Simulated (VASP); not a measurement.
Ge: single point with LDA

The system is Ge.

```
CELL_PARAMETERS angstrom
1.48805 -2.59469 0.00000
1.48805 2.59469 0.00000
0.00000 0.00000 4.72760
ATOMIC_POSITIONS crystal
Ge 0.67558 0.29576 0.21120
Ge 0.32640 0.69670 0.74087
```

- Program: VASP 6.6.1
- Task: single point
- Functional: LDA
- Potentials or basis: VASP PAW LDA potentials, release 64 (Ge_d)
- Cutoff: 520 eV
- k mesh: 8 × 8 × 4
- Occupations: fermi-dirac, width 0.1 eV
- Spin: no spin polarisation
- Dipole correction: no
- Further INCAR settings: ALGO = Normal; EDIFF = 1e-06; NBANDS = 21

```
Pressure               : -0.2 GPa
Largest force          : 0.494 eV/Å
Band gap on the k mesh : zero (bands 14 and 15 overlap by 8.74 eV)
```

Forces in eV/Å, atoms in the order of the input:
```
Ge  -0.008  0.003  0.494
Ge   0.008 -0.003 -0.494
```

Stress tensor (GPa, compression positive):
```
-1.98  0.12  0.53
 0.12 -3.34  0.48
 0.53  0.48  4.58
```

Levels at points of the mesh, in eV from the Fermi level:
```
           k point  band 12  band 13  band 14  band 15  band 16  band 17
(0.00, 0.00, 0.00)    -7.67    -5.63     6.01     6.82     7.70     9.10
(0.50, 0.00, 0.00)    -7.42    -2.44    -1.55    -0.85     1.22     2.29
(0.00, 0.50, 0.00)    -7.73    -2.27    -1.63    -0.47     0.68     2.24
(0.50, 0.50, 0.00)    -6.91    -2.83    -1.65    -1.22     2.16     2.29
(0.00, 0.00, 0.50)   -11.36     1.26     2.18     7.03     7.37     7.63
(0.50, 0.00, 0.50)    -6.95    -5.35    -4.79     3.33     4.05     4.94
(0.00, 0.50, 0.50)    -7.02    -5.35    -4.98     3.38     4.20     4.99
(0.50, 0.50, 0.50)    -7.04    -5.21    -4.45     3.48     4.42     4.54
```

It took 36 s on 1 thread of AMD EPYC 9R45 96-Core Processor (Zen 5) (shared host), peak memory 0.16 GiB.
